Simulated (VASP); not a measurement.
# Mg5ZnO6: relaxation of cell and atoms with PBE

Mg5ZnO6:

```
Mg Zn O
1.0
     3.01879    0.00000    0.00000
    -1.50940    2.61435    0.00000
     0.00000    0.00000   14.76733
Mg Zn O
5 1 6
Direct
  0.33333 0.66667 0.83230
  0.66667 0.33333 0.16770
  0.33333 0.66667 0.33390
  0.00000 0.00000 0.50000
  0.66667 0.33333 0.66610
  0.00000 0.00000 0.00000
  0.66667 0.33333 0.91340
  0.33333 0.66667 0.08660
  0.00000 0.00000 0.25086
  0.66667 0.33333 0.41695
  0.33333 0.66667 0.58305
  0.00000 0.00000 0.74914
```

```json
{"Program": "VASP 6.6.1", "Task": "relaxation of cell and atoms", "Functional": "PBE", "Potentials or basis": "VASP PAW PBE potentials, release 64 (Mg, Zn, O)", "Cutoff": "600 eV", "k mesh": "12 × 12 × 2", "Occupations": "gaussian, width 0.02 eV", "Spin": "no spin polarisation", "Dipole correction": "no", "Further INCAR settings": "ALGO = Normal; EDIFF = 1e-06; IBRION = 2; EDIFFG = -0.01; NSW = 100; ISIF = 3"}
```

| Item | Value |
| --- | --- |
| Relaxed volume | 9.67 Å³/atom |
| Relaxed cell | a = 3.014 Å, b = 3.014 Å, c = 14.749 Å, α = 90.00°, β = 90.00°, γ = 120.00° |
| Space group after relaxing (to 0.1 Å) | P-3m1 (No. 164) |
| Energy gained by relaxing | 0.1 meV/atom |
| Ionic steps | 8 |
| Pressure after relaxing | 0.0 GPa |
| Largest force after relaxing | 0.009 eV/Å |
| Band gap on the k mesh | 3.30 eV |

Forces on the atoms (eV/Å):
```
Mg   0.000  0.000  0.001
Mg   0.000  0.000 -0.001
Mg   0.000  0.000 -0.001
Mg   0.000  0.000  0.000
Mg   0.000  0.000  0.001
Zn   0.000  0.000  0.000
O    0.000  0.000 -0.002
O    0.000  0.000  0.002
O    0.000  0.000  0.000
O    0.000  0.000  0.009
O    0.000  0.000 -0.009
O    0.000  0.000  0.000
```

Step by step:
```
step  energy change (eV)  largest force (eV/Å)  pressure (GPa)  volume (Å³)
   1              0.0000                0.0704           -0.69       116.55
   2             -0.0013                0.0288            0.27       115.84
   3             -0.0014                0.0348            0.05       115.99
   4             -0.0015                0.0159            0.02       116.00
   5             -0.0016                0.0207           -0.01       116.02
   6             -0.0016                0.0101           -0.01       116.02
   7             -0.0017                0.0172            0.00       116.02
   8             -0.0017                0.0090            0.01       116.01
```

Final structure:
```yaml
crystal:
  lattice:
    - [3.01373, 0.00000, 0.00000]
    - [-1.50687, 2.60997, 0.00000]
    - [0.00000, 0.00000, 14.74859]
  atoms:
    - { symbol: Mg, position: [0.33333, 0.66667, 0.83197] }
    - { symbol: Mg, position: [0.66667, 0.33333, 0.16803] }
    - { symbol: Mg, position: [0.33333, 0.66667, 0.33405] }
    - { symbol: Mg, position: [0.00000, 0.00000, 0.50000] }
    - { symbol: Mg, position: [0.66667, 0.33333, 0.66595] }
    - { symbol: Zn, position: [0.00000, 0.00000, 0.00000] }
    - { symbol: O, position: [0.66667, 0.33333, 0.91291] }
    - { symbol: O, position: [0.33333, 0.66667, 0.08709] }
    - { symbol: O, position: [0.00000, 0.00000, 0.25111] }
    - { symbol: O, position: [0.66667, 0.33333, 0.41699] }
    - { symbol: O, position: [0.33333, 0.66667, 0.58301] }
    - { symbol: O, position: [0.00000, 0.00000, 0.74889] }
```

Levels at points of the mesh, in eV from the valence-band top:
```
           k point  band 25  band 26  band 27  band 28  band 29  band 30  band 31  band 32  band 33  band 34
(0.00, 0.00, 0.00)    -0.34    -0.31    -0.31     0.00     0.00     3.30     5.06     5.45     6.70     6.99
(0.50, 0.00, 0.00)    -1.30    -1.10    -0.97    -0.38    -0.30     6.61     6.94     8.13     8.63     9.02
(0.00, 0.00, 0.50)    -0.42    -0.36    -0.36     0.00     0.00     3.46     4.60     6.18     6.21     7.07
(0.50, 0.00, 0.50)    -1.17    -1.11    -0.94    -0.44    -0.30     6.61     7.04     7.82     8.95     9.06
```

Run time: 23 min on 1 thread of Intel Xeon 8259CL, with other jobs on the host, peak memory 0.38 GiB.

A k mesh can miss the band edges.
